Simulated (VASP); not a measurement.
Runs of VASP 6.6.1 on TiTe2 (pbesol). The structure is that of space group P-3m1 (No. 164), or close to it. The cells are those of the table. 

| task | cell | cutoff (eV) | gap on the mesh (eV) | pressure (GPa) | largest force (eV/Å) |
| --- | --- | --- | --- | --- | --- |
| relaxation of shape and atoms at fixed volume | relaxed from a = 3.631, b = 3.631, c = 6.277 Å, angles 90.0, 90.0, 120.0°, 3 atoms | 600 | none | 2.9 | - |
| relaxation of shape and atoms at fixed volume | relaxed from a = 3.733, b = 3.733, c = 6.509 Å, angles 90.0, 90.0, 120.0°, 3 atoms | 600 | none | -0.9 | - |
| single point | a = 3.636, b = 3.636, c = 6.261 Å, angles 90.0, 90.0, 120.0°, 3 atoms | 520 | none | 2.9 | 0.01 |
| single point | a = 3.696, b = 3.696, c = 6.445 Å, angles 90.0, 90.0, 120.0°, 3 atoms | 520 | none | (a) | 0.02 |
| single point | a = 3.733, b = 3.733, c = 6.696 Å, angles 90.0, 90.0, 120.0°, 3 atoms | 520 | none | -1.4 | 0.02 |
| single point | a = 3.597, b = 3.597, c = 6.191 Å, angles 90.0, 90.0, 120.0°, 3 atoms | 520 | none | 4.9 | 0.01 |
| relaxation of shape and atoms at fixed volume | relaxed from a = 3.597, b = 3.597, c = 6.193 Å, angles 90.0, 90.0, 120.0°, 3 atoms | 600 | none | 4.9 | - |
| single point | a = 3.720, b = 3.720, c = 6.551 Å, angles 90.0, 90.0, 120.0°, 3 atoms | 520 | none | -0.9 | 0.01 |

Alike in all rows: level PBEsol; potentials or basis VASP PAW PBE potentials, release 64 (Ti_sv, Te); no spin polarisation; k mesh 15 × 15 × 8; smearing gaussian 0.1 eV.

Question: Fill in the values left out.

Answer: (a) 0.0.

Caveats: the PAW data sets were made with another functional, which shifts forces and pressure a little; spin-orbit coupling is left out, which moves the levels of the heavy elements; this functional lacks dispersion, which binds the layers, so the pressure and a relaxed spacing across them are unreliable (some runs).

A k mesh can miss the band edges, and the runs leave out spin-orbit coupling on Te.

A gap of «none» marks levels without a gap at the run's occupations.
